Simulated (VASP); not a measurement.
**CaSn2Se3: single point with PBE**

The system is CaSn2Se3.

```
CELL_PARAMETERS angstrom
-2.15401 2.15401 9.17483
2.15401 -2.15401 9.17483
2.15401 2.15401 -9.17483
ATOMIC_POSITIONS crystal
Sn 0.83466 0.83466 0.00000
Sn 0.16534 0.16534 0.00000
Se 0.66470 0.66470 0.00000
Se 0.00000 0.00000 0.00000
Se 0.33530 0.33530 0.00000
Ca 0.50000 0.50000 0.00000
```

```yaml
Program: VASP 6.6.1
Task: single point
Functional: PBE
Potentials_or_basis: VASP PAW PBE potentials, release 64 (Sn_d, Se, Ca_sv)
Cutoff: 520 eV
k_mesh: 8 × 8 × 8
Occupations: gaussian, width 0.01 eV
Spin: no spin polarisation
```

- Pressure: -1.3 GPa
- Largest force: 0.009 eV/Å
- Band gap on the k mesh: 0.46 eV (least direct gap 0.47 eV)

Forces on the atoms (eV/Å):
```
Sn   0.000  0.000  0.009
Sn   0.000  0.000 -0.009
Se   0.000  0.000 -0.004
Se   0.000  0.000  0.000
Se   0.000  0.000  0.004
Ca   0.000  0.000  0.000
```

Levels at points of the mesh, in eV from the valence-band top:
```tsv
k point	band 24	band 25	band 26	band 27	band 28	band 29	band 30	band 31	band 32	band 33
(0.00, 0.00, 0.00)	-2.64	-2.63	-1.59	-1.55	-1.55	1.55	2.31	3.02	3.29	3.41
(0.50, 0.00, 0.00)	-1.99	-1.82	-1.80	-0.27	-0.06	0.46	0.80	1.38	1.59	1.61
(0.50, 0.50, 0.00)	-3.07	-2.79	-2.61	-2.52	-1.24	1.89	1.98	2.48	3.76	3.98
(0.50, 0.50, 0.50)	-2.50	-2.15	-1.65	-1.65	-0.78	1.47	1.53	2.89	3.29	3.53
```

It took 35 min on 1 thread of Oxide Virtual Turin-like Processor, with other jobs on the host, peak memory 0.88 GiB.

Caveat: spin-orbit coupling is left out, which moves the levels of the heavy elements. A k mesh can miss the band edges.
